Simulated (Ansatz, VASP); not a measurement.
CdPbO2: VASP beside Ansatz

```
CELL_PARAMETERS angstrom
3.54666 0.00000 0.00000
-1.77333 3.07150 0.00000
0.00000 0.00000 5.49732
ATOMIC_POSITIONS crystal
Cd 0.00000 0.00000 0.50000
Pb 0.00000 0.00000 0.00000
O 0.33333 0.66667 0.25000
O 0.66667 0.33333 0.75000
```

Alike in both runs: task relaxation of cell and atoms; functional PBE; k mesh 6 × 6 × 4; occupations gaussian, width 0.1 eV; no spin polarisation.

|  | VASP | Ansatz |
| --- | --- | --- |
| version | VASP 6.6.1 | Ansatz 0.2.0 |
| potentials or method | VASP PAW PBE potentials, release 64 (Cd, Pb_d, O), cutoff 600 eV | scalar-relativistic, plane waves, PAW |
| valence electrons in the cell | 38 | 46 |

Ansatz gave:

- gap on the k mesh at the Fermi level, each at its own relaxed structure (eV): 0.33
- relaxed volume (Å³/atom): 15.95
- relaxed cell length with the largest relative difference (Å): 3.463

Question: What did VASP give for the same quantities?

Answer: gap on the k mesh at the Fermi level, each at its own relaxed structure (eV): 0.31; relaxed volume (Å³/atom): 16.08; relaxed cell length with the largest relative difference (Å): 3.473.

VASP's potentials hold 38 valence electrons a cell and Ansatz's 46, so a difference there can come from the potentials and not from the codes.

Neither program's run includes spin-orbit coupling.
